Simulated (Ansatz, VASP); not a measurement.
# One calculation of TiTe2, two programs

INCAR

```
  PREC = Accurate
  ENCUT = 520
  EDIFF = 1E-8
  ISMEAR = -1
  SIGMA = 0.03
  LREAL = False
  LASPH = True
  NELM = 80
  ALGO = Normal
  ISIF = 2
  LWAVE = False
  LCHARG = False
  GGA = PS
  LEFG = True
  NBANDS = 19
```

Contents of KPOINTS:

```
regular mesh
0
Gamma
  13 13 7
```

POSCAR

```
TiTe2
1.0
    3.7770008876     -0.0377700089     -0.0377700089
   -1.9212102310      3.2898637232     -0.0138247828
   -0.0649800000     -0.0649800000      6.4980000000
Ti Te
1 2
Direct
    0.0000000000      0.0000000000      0.0000000000
    0.6666666667      0.3333333333      0.2628000000
    0.3333333333      0.6666666667      0.7372000000
```

Input for Ansatz:

```yaml
crystal:
  lattice:
    - [3.7770008876, -0.0377700089, -0.0377700089]
    - [-1.921210231, 3.2898637232, -0.0138247828]
    - [-0.06498, -0.06498, 6.498]
  atoms:
    - { symbol: Ti, position: [0.0, 0.0, 0.0] }
    - { symbol: Te, position: [0.6666666667, 0.3333333333, 0.2628] }
    - { symbol: Te, position: [0.3333333333, 0.6666666667, 0.7372] }
kpoints:
  mp_grid: { grid: [13, 13, 7] }
scf:
  occupations: { method: fermi_dirac, width: 0.03 }
hamiltonian:
  xc: pbesol
  pseudopotentials: { kind: all_electron, datasets: crystal }
output:
  forces: true
  stress: true
  eigenvalues: true
  efg: { contact_densities: true }
```

Change from the starting cell: equal xy, yz and zx shear strains of -2 %, crystal datasets.

Alike in both runs: task electric field gradients; functional PBEsol; k mesh 13 × 13 × 7; occupations fermi-dirac, width 0.03 eV; no spin polarisation.

|  | VASP | Ansatz |
| --- | --- | --- |
| version | VASP 6.6.1 | Ansatz 0.2.0 |
| potentials or method | VASP PAW PBE potentials, release 64 (Ti_sv, Te), cutoff 520 eV | all-electron PAW with datasets made for the crystal, scalar-relativistic |

```csv
,VASP,Ansatz,Ansatz less VASP
pressure (GPa),-2.1,-2.1,-0.05
"traceless stress, the component that is largest in VASP (GPa)",1.54,1.54,-0.002
rms of the force components (eV/Å),0.110,0.113,+0.0024
size of Vzz on the site where it differs most (V/Å²),69.0,72.6,+3.60
```

VASP's potentials were made for PBE, not for PBEsol. Atom by atom the forces differ by 0.009 eV/Å (rms over components). Ansatz ran all-electron here, and VASP with PAW potentials.

Spin-orbit coupling is off throughout.
